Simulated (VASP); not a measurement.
# I (Cmce) in VASP: single point with PBE

Aim: the single point of I with PBE.

Everything below comes from runs of VASP 6.6.1. Logs are shortened: lines on timing, memory, paths and dates and some standing lists are left out, and cuts for length are marked.

## (1) The cell of the first run

Symmetry: Cmce, No. 64, orthorhombic system. Conventional cell: a = 7.312 Å, b = 4.832 Å, c = 9.856 Å, α = 90.00°, β = 90.00°, γ = 90.00°. Within 3.6 Å of I (site symmetry m) lie 3 I at 2.72 to 3.57 Å.

## (2) Single point, PBE

INCAR

```
ALGO     = Normal         # electronic algorithm
EDIFF    = 1E-7           # SCF threshold, eV
ENCUT    = 520            # plane-wave cutoff, eV
GGA      = PE             # functional
ISIF     = 2              # what is computed and relaxed
ISMEAR   = -1             # smearing method
LASPH    = T              # aspherical terms in the spheres
LCHARG   = F              # write CHGCAR
LREAL    = F              # projectors in reciprocal space
LWAVE    = F              # write WAVECAR
NBANDS   = 22             # bands
NELM     = 60             # most SCF steps
PREC     = Accurate       # precision mode
SIGMA    = 0.1            # smearing width, eV
```

KPOINTS

```
k-points
0
Gamma
  6 6 3
```

POSCAR

```
I
1.0
    3.6558530000      2.4162390000      0.0000000000
    3.6558530000     -2.4162390000      0.0000000000
    0.0000000000      0.0000000000     -9.8564430000
I
4
Direct
    0.1500000000      0.8500000000      0.8830000000
    0.3500000000      0.6500000000      0.3830000000
    0.8500000000      0.1500000000      0.1170000000
    0.6500000000      0.3500000000      0.6170000000
```

Potentials or basis: VASP PAW PBE potentials, release 64 (I).

Launch:

```bash
$ cat potpaw_PBE.64/I/POTCAR > POTCAR
$ mpirun -np 1 vasp_std > vasp.out
```

OUTCAR:

```text
EDIFF = 1E-7
   ENCUT = 520
   GGA = PE
   ISIF = 2
   ISMEAR = -1
   LASPH = T
   LREAL = F
   NELM = 60
   PREC = Accurate

 ion  position               nearest neighbor table
   1  0.150  0.850  0.883-   3 2.72   4 3.57   4 3.57
   2  0.350  0.650  0.383-   4 2.72   3 3.57   3 3.57
   3  0.850  0.150  0.117-   1 2.72   2 3.57   2 3.57
   4  0.650  0.350  0.617-   2 2.72   1 3.57   1 3.57

  LATTYP: Found a base centered orthorhombic cell.
 ALAT       =     4.8324780000
 B/A-ratio  =     1.5130345136
 C/A-ratio  =     2.0396250123

  Lattice vectors:

 A1 = (  -3.6558530000,   2.4162390000,   0.0000000000)
 A2 = (   3.6558530000,   2.4162390000,   0.0000000000)
 A3 = (   0.0000000000,   0.0000000000,  -9.8564430000)

Analysis of symmetry for initial positions (statically):
=====================================================================
 Subroutine PRICEL returns:
 Original cell was already a primitive cell.

 Routine SETGRP: Setting up the symmetry group for a
 base centered orthorhombic supercell.

 Subroutine GETGRP returns: Found  8 space group operations
 (whereof  4 operations were pure point group operations)
 out of a pool of  8 trial point group operations.

The static configuration has the point symmetry C_2h.
 The point group associated with its full space group is D_2h.

Analysis of symmetry for dynamics (positions and initial velocities):
=====================================================================
 Subroutine PRICEL returns:
 Original cell was already a primitive cell.

 Routine SETGRP: Setting up the symmetry group for a
 base centered orthorhombic supercell.

 Subroutine GETGRP returns: Found  8 space group operations
 (whereof  4 operations were pure point group operations)
 out of a pool of  8 trial point group operations.

The dynamic configuration has the point symmetry C_2h.
 The point group associated with its full space group is D_2h.

 Subroutine INISYM returns: Found  8 space group operations
 (whereof  4 operations are pure point group operations),
 and found     1 'primitive' translations

----------------------------------------------------------------------------------------

                                     Primitive cell

  volume of cell :     174.1321

  direct lattice vectors                    reciprocal lattice vectors
     3.655853000  2.416239000  0.000000000     0.136766987  0.206933172  0.000000000
     3.655853000 -2.416239000  0.000000000     0.136766987 -0.206933172  0.000000000
     0.000000000  0.000000000 -9.856443000     0.000000000  0.000000000 -0.101456479

  length of vectors
     4.382176635  4.382176635  9.856443000     0.248045452  0.248045452  0.101456479

  position of ions in fractional coordinates (direct lattice)
     0.150000000  0.850000000  0.883000000
     0.350000000  0.650000000  0.383000000
     0.850000000  0.150000000  0.117000000
     0.650000000  0.350000000  0.617000000

  ion indices of the primitive-cell ions
   primitive index   ion index
                 1           1
                 2           2
                 3           3
                 4           4

----------------------------------------------------------------------------------------

 KPOINTS: k-points

Automatic generation of k-mesh.
 Grid dimensions read from file:
 generate k-points for:    6    6    3

 Generating k-lattice:

  Cartesian coordinates                     Fractional coordinates (reciprocal lattice)
     0.022794498  0.034488862  0.000000000     0.166666667  0.000000000  0.000000000
     0.022794498 -0.034488862  0.000000000     0.000000000  0.166666667  0.000000000
     0.000000000  0.000000000 -0.033818826     0.000000000  0.000000000  0.333333333

  Length of vectors
     0.041340909  0.041340909  0.033818826

  Shift w.r.t. Gamma in fractional coordinates (k-lattice)
     0.000000000  0.000000000  0.000000000

 Subroutine IBZKPT returns following result:
 ===========================================

 Found     26 irreducible k-points:

 Following reciprocal coordinates:
            Coordinates               Weight
  0.000000  0.000000  0.000000      1.000000
  0.166667 -0.000000  0.000000      4.000000
  0.333333  0.000000  0.000000      4.000000
  0.500000  0.000000  0.000000      2.000000
  0.166667  0.166667  0.000000      2.000000
  0.333333  0.166667  0.000000      4.000000
[... 16 lines left out ...]
  0.333333  0.333333  0.333333      4.000000
  0.500000  0.333333  0.333333      8.000000
 [... further k-points ...]
   k-points           NKPTS =     26   k-points in BZ     NKDIM =     26   number of bands    NBANDS=     22
   number of dos      NEDOS =    301   number of ions     NIONS =      4
   total plane-waves  NPLWV = 103680
   dimension x,y,z NGX =    36 NGY =   36 NGZ =   80
   dimension x,y,z NGXF=    72 NGYF=   72 NGZF=  160
   ions per type =               4
   NGX,Y,Z   is equivalent  to a cutoff of  13.66, 13.66, 13.49 a.u.
   NGXF,Y,Z  is equivalent  to a cutoff of  27.31, 27.31, 26.99 a.u.
 SYSTEM =  unknown system
   PREC   = accura    normal or accurate (medium, high low for compatibility)
   ISTART =      0    job   : 0-new  1-cont  2-samecut
   ICHARG =      2    charge: 1-file 2-atom 10-const
   ISPIN  =      1    spin polarized calculation?
   LNONCOLLINEAR =      F non collinear calculations
   LSORBIT =      F    spin-orbit coupling
   LASPH  =      T    aspherical Exc in radial PAW
   ENCUT  =  520.0 eV  38.22 Ry    6.18 a.u.   8.15  8.15 18.33*2*pi/ulx,y,z
   NELM   =     60;   NELMIN=  2; NELMDL= -5     # of ELM steps
   EDIFF  = 0.1E-06   stopping-criterion for ELM
   LREAL  =      F    real-space projection
   EDIFFG = 0.1E-05   stopping-criterion for IOM
   NSW    =      0    number of steps for IOM
   IBRION =     -1    ionic relax: 0-MD 1-quasi-New 2-CG
   NFREE  =      0    steps in history (QN), initial steepest desc. (CG)
   ISIF   =      2    stress and relaxation
   ISYM   =      2    0-nonsym 1-usesym 2-fastsym
   POTIM  = 0.5000    time-step for ionic-motion
   TEBEG  =    0.0;   TEEND  =   0.0 temperature during run
   PSTRESS=    0.0 pullay stress
   NELECT =      28.0000    total number of electrons
   NUPDOWN=      -1.0000    fix difference up-down
   EMIN   =  10.00;   EMAX   =-10.00  energy-range for DOS
   EFERMI =   0.00;   METHOD = LEGACY
   ISMEAR =    -1;   SIGMA  =   0.10  broadening in eV -4-tet -1-fermi 0-gaus
   EFERMI_NEDOS =   21; number of points for ismear=-14 and -15
   IALGO  =     38    algorithm
   IMIX   =      4    mixing-type and parameters
     AMIX     =   0.40;   BMIX     =  1.00
     AMIX_MAG =   1.60;   BMIX_MAG =  1.00
  volume/ion in A,a.u.               =      43.53       293.78
  Fermi-wavevector in a.u.,A,eV,Ry     =   0.890228  1.682287 10.782696  0.792506
  Thomas-Fermi vector in A             =   2.011891
   LORBIT       =      0    0 simple, 1 ext, 2 COOP (PROOUT), +10 PAW based schemes
   GGA     = PE    functional components
   LHFCALC =     F    Hartree Fock is set to
   AEXX    =    0.0000 exact exchange contribution
   IVDW    =     0    specifies the selected vdW correction
   LEPSILON=     F    determine dielectric tensor
   LRPA    =     F    only Hartree local field effects (RPA)
 non-spin polarized calculation
  energy-cutoff  :      520.00
  volume of cell :      174.13
 maximum number of plane-waves:      4718
 NGX is ok and might be reduce to    36
   NGX = 17   NGY = 17   NGZ = 37

 number of electron      27.9999999 magnetization

 Free energy of the ion-electron system (eV)
  ---------------------------------------------------
  ext. energy  EPLUGINS =         0.00000000
  ---------------------------------------------------
  free energy    TOTEN  =        -5.95117195 eV

  energy without entropy =       -5.94974037  energy(sigma->0) =       -5.95045616

 E-fermi :   2.9200     XC(G=0):  -7.9322

 val. band max:        2.2738748323   @ k =   0.0000   0.0000   0.0000
 cond. band min:       3.4954314248   @ k =   0.5000   0.5000   0.0000
 fundamental gap:      1.2215565924
 Fermi energy:         2.9200332321

 k-point     1 :       0.0000    0.0000    0.0000
  band No.  band energies     occupation
      1     -11.1029      2.00000
      2     -10.6308      2.00000
      3      -9.2153      2.00000
      4      -8.2938      2.00000
      5      -2.0907      2.00000
      6      -0.7982      2.00000
[... 14 lines left out ...]
     21       9.6470      0.00000
     22       9.8016      0.00000

 k-point     2 :       0.1667   -0.0000    0.0000
  band No.  band energies     occupation
      1     -11.0214      2.00000
      2     -10.6021      2.00000
      3      -9.1517      2.00000
      4      -8.3590      2.00000
      5      -2.0767      2.00000
      6      -1.0182      2.00000
[... 14 lines left out ...]
     21       9.3565      0.00000
     22       9.7760      0.00000

 k-point     3 :       0.3333    0.0000    0.0000
  band No.  band energies     occupation
      1     -10.8227      2.00000
      2     -10.5667      2.00000
      3      -8.9865      2.00000
      4      -8.5376      2.00000
      5      -2.0996      2.00000
      6      -1.5961      2.00000
[... 14 lines left out ...]
     21       9.8839      0.00000
     22      10.7488      0.00000

 k-point     4 :       0.5000    0.0000    0.0000
  band No.  band energies     occupation
      1     -10.6323      2.00000
      2     -10.6323      2.00000
      3      -8.7683      2.00000
      4      -8.7683      2.00000
      5      -2.0247      2.00000
      6      -2.0247      2.00000
[... 14 lines left out ...]
     21      10.6147      0.00000
     22      10.6147      0.00000

 k-point     5 :       0.1667    0.1667    0.0000
  band No.  band energies     occupation
      1     -11.0321      2.00000
      2     -10.5796      2.00000
      3      -9.1552      2.00000
      4      -8.2838      2.00000
      5      -2.0300      2.00000
      6      -0.8762      2.00000
[... 417 lines left out ...]
 k-point    22 :      -0.1667    0.1667    0.3333
  band No.  band energies     occupation
      1     -10.8101      2.00000
      2     -10.6703      2.00000
      3      -8.8926      2.00000
      4      -8.6426      2.00000
      5      -1.9351      2.00000
      6      -1.5769      2.00000
[... 14 lines left out ...]
     21       9.7769      0.00000
     22       9.9142      0.00000

 k-point    23 :       0.3333    0.3333    0.3333
  band No.  band energies     occupation
      1     -10.8020      2.00000
      2     -10.6039      2.00000
      3      -8.8164      2.00000
      4      -8.4408      2.00000
      5      -1.7226      2.00000
      6      -1.3102      2.00000
[... 14 lines left out ...]
     21       9.5133      0.00000
     22      10.2640      0.00000

 k-point    24 :       0.5000    0.3333    0.3333
  band No.  band energies     occupation
      1     -10.7156      2.00000
      2     -10.5514      2.00000
      3      -8.7859      2.00000
      4      -8.4884      2.00000
      5      -1.7636      2.00000
      6      -1.4501      2.00000
[... 14 lines left out ...]
     21       9.7222      0.00000
     22      10.2616      0.00000

 [... further k-points ...]
[... 5 lines left out ...]
  --------------------------------------------------------------------------------------
  -------------------------------------------------------------------------------------
  Total        1.2331039      0.4202763      0.9199584      0.0000000      0.0000000      0.0000000
  in kB       11.3457038      3.8669330      8.4644735      0.0000000      0.0000000      0.0000000
  external PRESSURE =       7.8923701 kB  Pullay stress =       0.0000000 kB

 VOLUME and BASIS-vectors are now :
 -----------------------------------------------------------------------------
  energy-cutoff  :      520.00
  volume of cell :      174.13
      direct lattice vectors                 reciprocal lattice vectors
     3.655853000  2.416239000  0.000000000     0.136766987  0.206933172  0.000000000
     3.655853000 -2.416239000  0.000000000     0.136766987 -0.206933172  0.000000000
     0.000000000  0.000000000 -9.856443000     0.000000000  0.000000000 -0.101456479

 POSITION                                       TOTAL-FORCE (eV/Angst)
 -----------------------------------------------------------------------------------
      3.65585     -1.69137     -8.70324         0.000000      0.175821      0.404316
      3.65585     -0.72487     -3.77502         0.000000     -0.175821      0.404316
      3.65585      1.69137     -1.15320         0.000000     -0.175821     -0.404316
      3.65585      0.72487     -6.08143         0.000000      0.175821     -0.404316
 -----------------------------------------------------------------------------------
    total drift:                                0.000000      0.000000     -0.000000

  FREE ENERGIE OF THE ION-ELECTRON SYSTEM (eV)
  ---------------------------------------------------
  free  energy   TOTEN  =        -5.9511719504 eV

  energy  without entropy=       -5.9497403701  energy(sigma->0) =       -5.95045616
```

It took 73 s on 1 thread of Intel Xeon Platinum 8488C (Sapphire Rapids), shared host; peak memory 0.32 GiB.

What came out:

```
Free energy            : -5.9512 eV
Pressure               : 0.8 GPa
Largest force          : 0.441 eV/Å
Band gap on the k mesh : 1.22 eV (least direct gap 1.31 eV)
```

Forces on the atoms (eV/Å):
```
I    0.000  0.176  0.404
I    0.000 -0.176  0.404
I    0.000 -0.176 -0.404
I    0.000  0.176 -0.404
```

Caveat: this functional lacks dispersion, which holds the molecules together, so the pressure and a relaxed volume are unreliable; spin-orbit coupling is left out, which moves the levels of the heavy elements. A k mesh can miss the band edges.
